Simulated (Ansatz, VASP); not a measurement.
Two plane-wave programs on InP

```
In P
1.0
     0.00000    2.84545    2.84545
     2.84545    0.00000    2.84545
     2.84545    2.84545    0.00000
In P
1 1
Direct
  0.00000 0.00000 0.00000
  0.50000 0.50000 0.50000
```

Change from the starting cell: volume scaled by 0.99, PAW files.

Alike in both runs: task electric field gradients; functional PBE; k mesh 11 × 11 × 11; occupations fermi-dirac, width 0.03 eV; no spin polarisation.

|  | VASP | Ansatz |
| --- | --- | --- |
| version | VASP 6.6.1 | Ansatz 0.2.0 |
| potentials or method | VASP PAW PBE potentials, release 64 (In_d, P) | PAW with Ansatz's default frozen-core files, scalar-relativistic |
| plane-wave cutoff (eV) | 520 | 420 |
| valence electrons in the cell | 18 | 18 |

|  | VASP | Ansatz | Ansatz less VASP |
| --- | --- | --- | --- |
| pressure (GPa) | -4.9 | -4.9 | +0.02 |
